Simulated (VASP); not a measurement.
# Co (Im-3m) in VASP: a series of runs

Co is run at these levels: PBE, r2SCAN; tasks: single point.

All numbers are computed with VASP 6.6.1; they aren't measurements. Logs are shortened: lines on timing, memory, paths and dates and some standing lists are left out, and cuts for length are marked.

## Step 1: The cell of the first run

Symmetry: Im-3m, No. 229, cubic system. The conventional cell has a = 2.811 Å, b = 2.811 Å, c = 2.811 Å, α = 90.00°, β = 90.00°, γ = 90.00°. Co (site symmetry m-3m) has 14 Co at 2.43 to 2.81 Å within 3.2 Å.

## Step 2: Single point, PBE, collinear spin, ferromagnetic start

Contents of INCAR:

```
SYSTEM = Co
ALGO     = Normal         ! electronic algorithm
EDIFF    = 1E-6           ! SCF threshold, eV
ENCUT    = 520            ! plane-wave cutoff, eV
GGA      = PE             ! functional
ISIF     = 2              ! what is computed and relaxed
ISMEAR   = 0              ! smearing method
ISPIN    = 2              ! spin polarisation
LASPH    = .TRUE.         ! aspherical terms in the spheres
LCHARG   = .FALSE.        ! write CHGCAR
LMAXMIX  = 4              ! l up to which the mixer works
LORBIT   = 11             ! projections on sites
LREAL    = .FALSE.        ! projectors in reciprocal space
LWAVE    = .FALSE.        ! write WAVECAR
MAGMOM   = 1.5            ! initial moments
NBANDS   = 14             ! bands
NELM     = 150            ! most SCF steps
PREC     = Accurate       ! precision mode
SIGMA    = 0.05           ! smearing width, eV
```

Contents of KPOINTS:

```
k-points
0
G
  10 10 10
  0 0 0
```

Contents of POSCAR:

```
Co
1.0
   -1.4055224055      1.4055224055      1.4055224055
    1.4055224055     -1.4055224055      1.4055224055
    1.4055224055      1.4055224055     -1.4055224055
Co
1
Direct
    0.0000000000      0.0000000000      0.0000000000
```

Potentials or basis: VASP PAW PBE potentials, release 64 (Co).

Run with:

```sh
cat potpaw_PBE.64/Co/POTCAR > POTCAR
mpirun -np 1 vasp_std > vasp.out
```

OUTCAR:

```text
SYSTEM = Co
   EDIFF = 1E-6
   ENCUT = 520
   GGA = PE
   ISIF = 2
   ISMEAR = 0
   ISPIN = 2
   LASPH = .TRUE.
   LORBIT = 11
   LREAL = .FALSE.
   NELM = 150
   PREC = Accurate

 ion  position               nearest neighbor table
   1  0.000  0.000  0.000-

  LATTYP: Found a body centered cubic cell.
 ALAT       =     2.8110448110

  Lattice vectors:

 A1 = (  -1.4055224055,   1.4055224055,   1.4055224055)
 A2 = (   1.4055224055,  -1.4055224055,   1.4055224055)
 A3 = (   1.4055224055,   1.4055224055,  -1.4055224055)

Analysis of symmetry for initial positions (statically):
=====================================================================
 Subroutine PRICEL returns:
 Original cell was already a primitive cell.

 Routine SETGRP: Setting up the symmetry group for a
 body centered cubic supercell.

 Subroutine GETGRP returns: Found 48 space group operations
 (whereof 48 operations were pure point group operations)
 out of a pool of 48 trial point group operations.

The static configuration has the point symmetry O_h .

Analysis of symmetry for dynamics (positions and initial velocities):
=====================================================================
 Subroutine PRICEL returns:
 Original cell was already a primitive cell.

 Routine SETGRP: Setting up the symmetry group for a
 body centered cubic supercell.

 Subroutine GETGRP returns: Found 48 space group operations
 (whereof 48 operations were pure point group operations)
 out of a pool of 48 trial point group operations.

The dynamic configuration has the point symmetry O_h .

Analysis of structural, dynamic, and magnetic symmetry:
=====================================================================
 Subroutine PRICEL returns:
 Original cell was already a primitive cell.

 Routine SETGRP: Setting up the symmetry group for a
 body centered cubic supercell.

 Subroutine GETGRP returns: Found 48 space group operations
 (whereof 48 operations were pure point group operations)
 out of a pool of 48 trial point group operations.

The overall configuration has the point symmetry O_h .

 Subroutine INISYM returns: Found 48 space group operations
 (whereof 48 operations are pure point group operations),
 and found     1 'primitive' translations

----------------------------------------------------------------------------------------

                                     Primitive cell

  volume of cell :      11.1064

  direct lattice vectors                    reciprocal lattice vectors
    -1.405522405  1.405522405  1.405522405     0.000000000  0.355739615  0.355739615
[... 117 lines left out ...]
  energy-cutoff  :      520.00
  volume of cell :       11.11
 maximum number of plane-waves:       321
   NGX =  9   NGY =  9   NGZ =  9

 number of electron       8.9999994 magnetization       1.8219833

 Free energy of the ion-electron system (eV)
  ---------------------------------------------------
  ext. energy  EPLUGINS =         0.00000000
  ---------------------------------------------------
  free energy    TOTEN  =        -6.95181895 eV

  energy without entropy =       -6.94966474  energy(sigma->0) =       -6.95074185

 E-fermi :  10.2572     XC(G=0): -13.2739

 val. band max:       10.2563146885   @ k =   0.5000   0.5000   0.1000
 cond. band min:      10.2572792321   @ k =  -0.3000   0.3000   0.2000
 fundamental gap:      0.0009645437
 Fermi energy:        10.2571861786

 spin component 1

 k-point     1 :       0.0000    0.0000    0.0000
  band No.  band energies     occupation
      1       1.1226      1.00000
      2       7.2015      1.00000
      3       7.2015      1.00000
      4       7.2015      1.00000
      5       8.2228      1.00000
      6       8.2228      1.00000
      7      35.4181      0.00000
      8      35.4181      0.00000
      9      35.4181      0.00000
     10      40.5042      0.00000
     11      40.5042      0.00000
     12      42.1991      0.00000
     13      42.1991      0.00000
     14      42.1991      0.00000
[... 379 lines left out ...]
      3       6.9621      1.00000
      4       7.9862      1.00000
      5       8.6299      1.00000
      6       8.7284      1.00000
      7      23.3174      0.00000
      8      29.6398      0.00000
      9      29.7302      0.00000
     10      36.4033      0.00000
     11      37.0037      0.00000
     12      39.6849      0.00000
     13      46.1721      0.00000
     14      49.3481      0.00000

 [... further k-points ...]

 spin component 2

 k-point     1 :       0.0000    0.0000    0.0000
  band No.  band energies     occupation
      1       1.1949      1.00000
      2       8.7938      1.00000
      3       8.7938      1.00000
      4       8.7938      1.00000
      5      10.6485      0.00000
      6      10.6485      0.00000
      7      35.1956      0.00000
      8      35.1956      0.00000
      9      35.1956      0.00000
     10      40.6271      0.00000
     11      40.6271      0.00000
     12      42.9735      0.00000
     13      42.9735      0.00000
     14      42.9735      0.00000
[... 379 lines left out ...]
      3       8.5181      1.00000
      4       9.9915      1.00000
      5      10.3562      0.00255
      6      11.0426      0.00000
      7      23.8697      0.00000
      8      29.8308      0.00000
      9      30.1354      0.00000
     10      36.7129      0.00000
     11      37.2835      0.00000
     12      40.0260      0.00000
     13      49.5004      0.00000
     14      49.7532      0.00000

 [... further k-points ...]
[... 5 lines left out ...]
  --------------------------------------------------------------------------------------
  -------------------------------------------------------------------------------------
  Total        0.0254149      0.0254149      0.0254149      0.0000000      0.0000000     -0.0000000
  in kB        3.6662865      3.6662865      3.6662865      0.0000000      0.0000000     -0.0000000
  external PRESSURE =       3.6662865 kB  Pullay stress =       0.0000000 kB

 VOLUME and BASIS-vectors are now :
 -----------------------------------------------------------------------------
  energy-cutoff  :      520.00
  volume of cell :       11.11
      direct lattice vectors                 reciprocal lattice vectors
    -1.405522405  1.405522405  1.405522405     0.000000000  0.355739615  0.355739615
     1.405522405 -1.405522405  1.405522405     0.355739615  0.000000000  0.355739615
     1.405522405  1.405522405 -1.405522405     0.355739615  0.355739615  0.000000000

 POSITION                                       TOTAL-FORCE (eV/Angst)
 -----------------------------------------------------------------------------------
      0.00000      0.00000      0.00000         0.000000      0.000000     -0.000000
 -----------------------------------------------------------------------------------
    total drift:                                0.000000     -0.000000      0.000000

  FREE ENERGIE OF THE ION-ELECTRON SYSTEM (eV)
  ---------------------------------------------------
  free  energy   TOTEN  =        -6.9518189534 eV

  energy  without entropy=       -6.9496647389  energy(sigma->0) =       -6.95074185

 total charge

# of ion       s       p       d       tot
------------------------------------------
    1        0.483   0.520   7.216   8.219

 magnetization (x)

# of ion       s       p       d       tot
------------------------------------------
    1       -0.001  -0.041   1.880   1.839
```

Run time: 25 s. Hardware: 1 thread of AMD EPYC 7R43 (Zen 3), shared host; peak memory 0.09 GiB.

What came out:

* Free energy: -6.9518 eV
* Pressure: 0.4 GPa
* Net moment: 1.82 μB per cell
* Site moments: Co +1.84 μB
* Valence electrons inside the program's atomic spheres: Co 8.22

## Step 3: Single point, r2SCAN, collinear spin, ferromagnetic start

This run uses another cell than the first one, of 10.86 Å³/atom, 0.978 times its volume.

Contents of POSCAR:

```
Co
1.0
   -1.3951977241      1.3951977241      1.3951977241
    1.3951977241     -1.3951977241      1.3951977241
    1.3951977241      1.3951977241     -1.3951977241
Co
1
Direct
    0.0000000000      0.0000000000      0.0000000000
```

Contents of INCAR.step1:

```
PREC = Accurate
ENCUT = 520
ISMEAR = 0
SIGMA = 0.05
LREAL = False
LASPH = True
NELM = 150
ISPIN = 2
MAGMOM = 2.24
LMAXMIX = 4
NBANDS = 14
GGA = PE
ALGO = Normal
EDIFF = 1E-4
LWAVE = True
LCHARG = False
```

Contents of INCAR.step2:

```
PREC = Accurate
ENCUT = 520
EDIFF = 1E-6
ISMEAR = 0
SIGMA = 0.05
LREAL = False
LASPH = True
NELM = 150
ALGO = Normal
ISIF = 2
LWAVE = False
LCHARG = True
ISPIN = 2
MAGMOM = 2.24
LORBIT = 11
LMAXMIX = 4
METAGGA = R2SCAN
LMIXTAU = True
LELF = True
LVHAR = True
NBANDS = 14
ISTART = 1
```

Contents of KPOINTS:

```
Automatic mesh
0
Gamma
  20 20 20
```

Potentials or basis: VASP PAW PBE potentials, release 64 (Co).

Run with:

```sh
cat potpaw_PBE.64/Co/POTCAR > POTCAR
cp INCAR.step1 INCAR
mpirun -np 1 vasp_std > vasp.out
cp INCAR.step2 INCAR
mpirun -np 1 vasp_std > vasp.out
```

Wall time 7.5 min (1 thread of AMD EPYC 7R43 (Zen 3), shared host); peak memory 0.14 GiB.

It converged, with:

```
Free energy                                           : -13.2403 eV
Pressure                                              : 1.7 GPa
Net moment                                            : 1.91 μB per cell
Site moments                                          : Co +1.97 μB
Valence electrons inside the program's atomic spheres : Co 8.28
```

Levels at points of the mesh, in eV from the Fermi level:
Spin up:
| k point | band 2 | band 3 | band 4 | band 5 | band 6 | band 7 | band 8 | band 9 |
| --- | --- | --- | --- | --- | --- | --- | --- | --- |
| (0.00, 0.00, 0.00) | -3.96 | -3.96 | -3.96 | -3.09 | -3.09 | 26.02 | 26.02 | 26.02 |
| (0.50, 0.00, 0.00) | -4.95 | -2.94 | -2.93 | -1.48 | -0.43 | 6.10 | 18.79 | 20.37 |
| (0.50, 0.50, 0.50) | -6.46 | -1.73 | -1.73 | -1.73 | 9.56 | 9.56 | 9.56 | 15.03 |
Spin down:
```
           k point  band 1  band 2  band 3  band 4  band 5  band 6  band 7  band 8
(0.00, 0.00, 0.00)  -10.38   -1.86   -1.86   -1.86    0.85    0.85   26.06   26.06
(0.50, 0.00, 0.00)   -5.01   -3.11   -0.84    0.49    0.97    1.09    7.58   19.07
(0.50, 0.50, 0.50)   -3.93   -3.93    0.69    0.69    0.69    9.66    9.66    9.66
```

Caveat: the PAW data sets were made with another functional, which shifts forces and pressure a little.

(Continued in part 2 of 2.)
